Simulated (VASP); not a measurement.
# NaGa4 (I4/mmm) in VASP: single point with LDA

Aim: the single point of NaGa4 with LDA.

Everything below comes from runs of VASP 6.6.1. Logs are shortened: lines on timing, memory, paths and dates and some standing lists are left out, and cuts for length are marked.

## 1. The cell of the first run

It takes space group I4/mmm (No. 139, tetragonal). Conventional cell: a = 4.124 Å, b = 4.124 Å, c = 11.003 Å, α = 90.00°, β = 90.00°, γ = 90.00°. Within 4.3 Å of Na (site symmetry 4/mmm) lie 18 Ga at 3.16 to 4.29 Å and 4 Na at 4.12 Å. Within 3.2 Å of Ga (site symmetry 4mm) lie 5 Ga at 2.43 to 2.57 Å and 4 Na at 3.16 Å. Within 3.5 Å of Ga (site symmetry -4m2) lie 8 Ga at 2.57 to 2.92 Å and 4 Na at 3.44 Å.

## 2. Single point, LDA

The input, INCAR:

```
PREC = Accurate
ENCUT = 520
EDIFF = 1E-6
ISMEAR = 0
SIGMA = 0.1
LREAL = F
LASPH = T
NELM = 80
ALGO = Fast
ISIF = 2
LWAVE = F
LCHARG = T
GGA = CA
LELF = T
LVHAR = T
NBANDS = 38
```

The input, KPOINTS:

```
Automatic mesh
0
Gamma
  12 12 12
```

The input, POSCAR:

```
NaGa4
1.0
   -2.0619205593      2.0619205593      5.5016350510
    2.0619205593     -2.0619205593      5.5016350510
    2.0619205593      2.0619205593     -5.5016350510
Na Ga
1 4
Direct
    0.0000000000      0.0000000000      0.0000000000
    0.3896212998      0.3896212998      0.0000000000
    0.6103787002      0.6103787002      0.0000000000
    0.7500000000      0.2500000000      0.5000000000
    0.2500000000      0.7500000000      0.5000000000
```

Potentials or basis: VASP PAW LDA potentials, release 64 (Na_pv, Ga_d).

Command:

```bash
$ cat potpaw_LDA.64/Na_pv/POTCAR potpaw_LDA.64/Ga_d/POTCAR > POTCAR
$ mpirun -np 1 vasp_std > vasp.out
```

OUTCAR:

```text
PREC = Accurate
   ENCUT = 520
   EDIFF = 1E-6
   ISMEAR = 0
   LREAL = F
   LASPH = T
   NELM = 80
   ISIF = 2
   GGA = CA

 ion  position               nearest neighbor table
   1  0.000  0.000  0.000-
   2  0.390  0.390  0.000-   3 2.43   4 2.57   5 2.57   5 2.57   4 2.57
   3  0.610  0.610  0.000-   2 2.43   4 2.57   5 2.57   4 2.57   5 2.57
   4  0.750  0.250  0.500-   2 2.57   3 2.57   2 2.57   3 2.57   5 2.92   5 2.92   5 2.92   5 2.92

   5  0.250  0.750  0.500-   2 2.57   3 2.57   2 2.57   3 2.57   4 2.92   4 2.92   4 2.92   4 2.92

  LATTYP: Found a body centered tetragonal cell.
 ALAT       =     4.1238411186
 C/A-ratio  =     2.6682090278

  Lattice vectors:

 A1 = (  -2.0619205593,   2.0619205593,   5.5016350510)
 A2 = (   2.0619205593,  -2.0619205593,   5.5016350510)
 A3 = (   2.0619205593,   2.0619205593,  -5.5016350510)

Analysis of symmetry for initial positions (statically):
=====================================================================
 Subroutine PRICEL returns:
 Original cell was already a primitive cell.

 Routine SETGRP: Setting up the symmetry group for a
 body centered tetragonal supercell.

 Subroutine GETGRP returns: Found 16 space group operations
 (whereof 16 operations were pure point group operations)
 out of a pool of 16 trial point group operations.

The static configuration has the point symmetry D_4h.

Analysis of symmetry for dynamics (positions and initial velocities):
=====================================================================
 Subroutine PRICEL returns:
 Original cell was already a primitive cell.

 Routine SETGRP: Setting up the symmetry group for a
 body centered tetragonal supercell.

 Subroutine GETGRP returns: Found 16 space group operations
 (whereof 16 operations were pure point group operations)
 out of a pool of 16 trial point group operations.

The dynamic configuration has the point symmetry D_4h.

 Subroutine INISYM returns: Found 16 space group operations
 (whereof 16 operations are pure point group operations),
 and found     1 'primitive' translations

----------------------------------------------------------------------------------------

                                     Primitive cell

  volume of cell :      93.5612

  direct lattice vectors                    reciprocal lattice vectors
    -2.061920559  2.061920559  5.501635051     0.000000000  0.242492368  0.090882073
     2.061920559 -2.061920559  5.501635051     0.242492368  0.000000000  0.090882073
     2.061920559  2.061920559 -5.501635051     0.242492368  0.242492368  0.000000000

  length of vectors
     6.226638019  6.226638019  6.226638019     0.258963511  0.258963511  0.342935996

  position of ions in fractional coordinates (direct lattice)
     0.000000000  0.000000000  0.000000000
     0.389621300  0.389621300  0.000000000
     0.610378700  0.610378700  0.000000000
     0.750000000  0.250000000  0.500000000
     0.250000000  0.750000000  0.500000000

  ion indices of the primitive-cell ions
   primitive index   ion index
                 1           1
                 2           2
                 3           3
                 4           4
                 5           5

----------------------------------------------------------------------------------------

 KPOINTS: Automatic mesh

Automatic generation of k-mesh.
 Grid dimensions read from file:
 generate k-points for:   12   12   12

 Generating k-lattice:

  Cartesian coordinates                     Fractional coordinates (reciprocal lattice)
     0.000000000  0.020207697  0.007573506     0.083333333  0.000000000  0.000000000
     0.020207697  0.000000000  0.007573506     0.000000000  0.083333333  0.000000000
     0.020207697  0.020207697  0.000000000     0.000000000  0.000000000  0.083333333

  Length of vectors
     0.021580293  0.021580293  0.028578000

  Shift w.r.t. Gamma in fractional coordinates (k-lattice)
     0.000000000  0.000000000  0.000000000

 Subroutine IBZKPT returns following result:
 ===========================================

 Found    163 irreducible k-points:

 Following reciprocal coordinates:
            Coordinates               Weight
  0.000000  0.000000  0.000000      1.000000
  0.083333  0.000000  0.000000      8.000000
  0.166667 -0.000000  0.000000      8.000000
  0.250000 -0.000000  0.000000      8.000000
  0.333333 -0.000000  0.000000      8.000000
  0.416667  0.000000  0.000000      8.000000
[... 16 lines left out ...]
  0.500000  0.166667  0.000000     16.000000
 -0.416667  0.166667 -0.000000     16.000000
 [... further k-points ...]
   k-points           NKPTS =    163   k-points in BZ     NKDIM =    163   number of bands    NBANDS=     38
   number of dos      NEDOS =    301   number of ions     NIONS =      5
   total plane-waves  NPLWV = 110592
   dimension x,y,z NGX =    48 NGY =   48 NGZ =   48
   dimension x,y,z NGXF=    96 NGYF=   96 NGZF=   96
   ions per type =               1   4
   NGX,Y,Z   is equivalent  to a cutoff of  12.82, 12.82, 12.82 a.u.
   NGXF,Y,Z  is equivalent  to a cutoff of  25.63, 25.63, 25.63 a.u.
 SYSTEM =  unknown system
   PREC   = accura    normal or accurate (medium, high low for compatibility)
   ISTART =      0    job   : 0-new  1-cont  2-samecut
   ICHARG =      2    charge: 1-file 2-atom 10-const
   ISPIN  =      1    spin polarized calculation?
   LNONCOLLINEAR =      F non collinear calculations
   LSORBIT =      F    spin-orbit coupling
   LASPH  =      T    aspherical Exc in radial PAW
   ENCUT  =  520.0 eV  38.22 Ry    6.18 a.u.  11.58 11.58 11.58*2*pi/ulx,y,z
   NELM   =     80;   NELMIN=  2; NELMDL= -5     # of ELM steps
   EDIFF  = 0.1E-05   stopping-criterion for ELM
   LREAL  =      F    real-space projection
   EDIFFG = 0.1E-04   stopping-criterion for IOM
   NSW    =      0    number of steps for IOM
   IBRION =     -1    ionic relax: 0-MD 1-quasi-New 2-CG
   NFREE  =      0    steps in history (QN), initial steepest desc. (CG)
   ISIF   =      2    stress and relaxation
   ISYM   =      2    0-nonsym 1-usesym 2-fastsym
   POTIM  = 0.5000    time-step for ionic-motion
   TEBEG  =    0.0;   TEEND  =   0.0 temperature during run
   PSTRESS=    0.0 pullay stress
   NELECT =      59.0000    total number of electrons
   NUPDOWN=      -1.0000    fix difference up-down
   EMIN   =  10.00;   EMAX   =-10.00  energy-range for DOS
   EFERMI =   0.00;   METHOD = LEGACY
   ISMEAR =     0;   SIGMA  =   0.10  broadening in eV -4-tet -1-fermi 0-gaus
   EFERMI_NEDOS =   21; number of points for ismear=-14 and -15
   IALGO  =     68    algorithm
   IMIX   =      4    mixing-type and parameters
     AMIX     =   0.40;   BMIX     =  1.00
     AMIX_MAG =   1.60;   BMIX_MAG =  1.00
  volume/ion in A,a.u.               =      18.71       126.28
  Fermi-wavevector in a.u.,A,eV,Ry     =   1.403870  2.652930 26.815064  1.970852
  Thomas-Fermi vector in A             =   2.526489
   LORBIT       =      0    0 simple, 1 ext, 2 COOP (PROOUT), +10 PAW based schemes
   GGA     = CA    functional components
   LHFCALC =     F    Hartree Fock is set to
   AEXX    =    0.0000 exact exchange contribution
   IVDW    =     0    specifies the selected vdW correction
   LEPSILON=     F    determine dielectric tensor
   LRPA    =     F    only Hartree local field effects (RPA)
 non-spin polarized calculation
 RMM-DIIS sequential band-by-band and
 Gauss-broadening in eV      SIGMA  =   0.10
  energy-cutoff  :      520.00
  volume of cell :       93.56
 maximum number of plane-waves:      2540
 NGX is ok and might be reduce to    48
   NGX = 23   NGY = 23   NGZ = 23

 number of electron      59.0000004 magnetization

 Free energy of the ion-electron system (eV)
  ---------------------------------------------------
  ext. energy  EPLUGINS =         0.00000000
  ---------------------------------------------------
  free energy    TOTEN  =       -16.67191289 eV

  energy without entropy =      -16.66689690  energy(sigma->0) =      -16.66940490

 E-fermi :   4.6162     XC(G=0): -10.7287

 val. band max:        4.6141656023   @ k =  -0.0833  -0.2500   0.0833
 cond. band min:       4.6391723199   @ k =  -0.3333   0.5000   0.2500
 fundamental gap:      0.0250067176
 Fermi energy:         4.6161855797

 k-point     1 :       0.0000    0.0000    0.0000
  band No.  band energies     occupation
      1     -19.7384      2.00000
      2     -19.7295      2.00000
      3     -19.7295      2.00000
      4     -10.6753      2.00000
      5     -10.6503      2.00000
      6     -10.6482      2.00000
[... 30 lines left out ...]
     37      12.5904      0.00000
     38      12.9218      0.00000

 k-point     2 :       0.0833    0.0000    0.0000
  band No.  band energies     occupation
      1     -19.7384      2.00000
      2     -19.7302      2.00000
      3     -19.7295      2.00000
      4     -10.6737      2.00000
      5     -10.6544      2.00000
      6     -10.6430      2.00000
[... 30 lines left out ...]
     37      11.9123      0.00000
     38      13.0579      0.00000

 k-point     3 :       0.1667   -0.0000    0.0000
  band No.  band energies     occupation
      1     -19.7382      2.00000
      2     -19.7318      2.00000
      3     -19.7294      2.00000
      4     -10.6676      2.00000
      5     -10.6524      2.00000
      6     -10.6297      2.00000
[... 30 lines left out ...]
     37      11.0114      0.00000
     38      12.7455      0.00000

 k-point     4 :       0.2500   -0.0000    0.0000
  band No.  band energies     occupation
      1     -19.7379      2.00000
      2     -19.7341      2.00000
      3     -19.7292      2.00000
      4     -10.6562      2.00000
      5     -10.6447      2.00000
      6     -10.6118      2.00000
[... 30 lines left out ...]
     37      11.6415      0.00000
     38      12.2625      0.00000
[... 703 lines left out ...]
      4     -10.6425      2.00000
      5     -10.5975      2.00000
      6     -10.5715      2.00000
[... 30 lines left out ...]
     37      12.1807      0.00000
     38      12.5771      0.00000

 k-point    23 :       0.5000    0.1667    0.0000
  band No.  band energies     occupation
      1     -19.7382      2.00000
      2     -19.7372      2.00000
      3     -19.7309      2.00000
      4     -10.6358      2.00000
      5     -10.5916      2.00000
      6     -10.5772      2.00000
[... 30 lines left out ...]
     37      12.0435      0.00000
     38      12.5904      0.00000

 k-point    24 :      -0.4167    0.1667   -0.0000
  band No.  band energies     occupation
      1     -19.7376      2.00000
      2     -19.7373      2.00000
      3     -19.7309      2.00000
      4     -10.6410      2.00000
      5     -10.5945      2.00000
      6     -10.5879      2.00000
[... 30 lines left out ...]
     37      11.9346      0.00000
     38      12.5055      0.00000

 [... further k-points ...]

------------------------ aborting loop because EDIFF is reached ----------------------------------------

  FORCE on cell =-STRESS in cart. coord.  units (eV):
  Direction    XX          YY          ZZ          XY          YZ          ZX
  --------------------------------------------------------------------------------------
  -------------------------------------------------------------------------------------
  Total        0.0849539      0.0849539      0.1314998      0.0000000      0.0000000      0.0000000
  in kB        1.4547829      1.4547829      2.2518531      0.0000000      0.0000000      0.0000000
  external PRESSURE =       1.7204729 kB  Pullay stress =       0.0000000 kB

 VOLUME and BASIS-vectors are now :
 -----------------------------------------------------------------------------
  energy-cutoff  :      520.00
  volume of cell :       93.56
      direct lattice vectors                 reciprocal lattice vectors
    -2.061920559  2.061920559  5.501635051     0.000000000  0.242492368  0.090882073
     2.061920559 -2.061920559  5.501635051     0.242492368  0.000000000  0.090882073
     2.061920559  2.061920559 -5.501635051     0.242492368  0.242492368  0.000000000

 POSITION                                       TOTAL-FORCE (eV/Angst)
 -----------------------------------------------------------------------------------
      0.00000      0.00000      0.00000        -0.000000     -0.000000      0.000000
      0.00000      0.00000      4.28711         0.000000      0.000000      0.004008
      0.00000      0.00000      6.71616         0.000000      0.000000     -0.004008
      0.00000      2.06192      2.75082        -0.000000     -0.000000     -0.000000
      2.06192      0.00000      2.75082        -0.000000     -0.000000     -0.000000
 -----------------------------------------------------------------------------------
    total drift:                                0.000000     -0.000000      0.000000

  FREE ENERGIE OF THE ION-ELECTRON SYSTEM (eV)
  ---------------------------------------------------
  free  energy   TOTEN  =       -16.6719128949 eV

  energy  without entropy=      -16.6668968960  energy(sigma->0) =      -16.66940490
```

Wall time 9.3 min (1 thread of Intel Xeon Platinum 8559C (Emerald Rapids), shared host); peak memory 0.55 GiB.

What came out:

| Quantity | Value |
| --- | --- |
| Free energy | -16.6719 eV |
| Pressure | 0.2 GPa |
| Largest force | 0.004 eV/Å |
| Band gap on the k mesh | zero (an odd number of electrons rules out a gap without spin polarisation) |

Forces on the atoms (eV/Å):
```
Na   0.000  0.000  0.000
Ga   0.000  0.000  0.004
Ga   0.000  0.000 -0.004
Ga   0.000  0.000  0.000
Ga   0.000  0.000  0.000
```

Levels at points of the mesh, in eV from the Fermi level:
```csv
k point,band 27,band 28,band 29,band 30,band 31,band 32,band 33,band 34
"(0.00, 0.00, 0.00)",-1.70,-1.64,-1.64,1.05,1.05,1.80,2.41,3.55
"(0.50, 0.00, 0.00)",-3.92,-0.58,-0.07,0.62,0.90,1.68,2.22,4.36
"(0.50, 0.50, 0.00)",-6.05,-3.11,-2.70,-1.10,0.84,1.49,2.15,6.25
"(0.50, 0.50, 0.50)",-2.08,-1.85,-0.39,1.27,1.32,3.17,3.17,3.65
```

The gap in the log of VASP goes by the Fermi energy; the results here count the filled bands.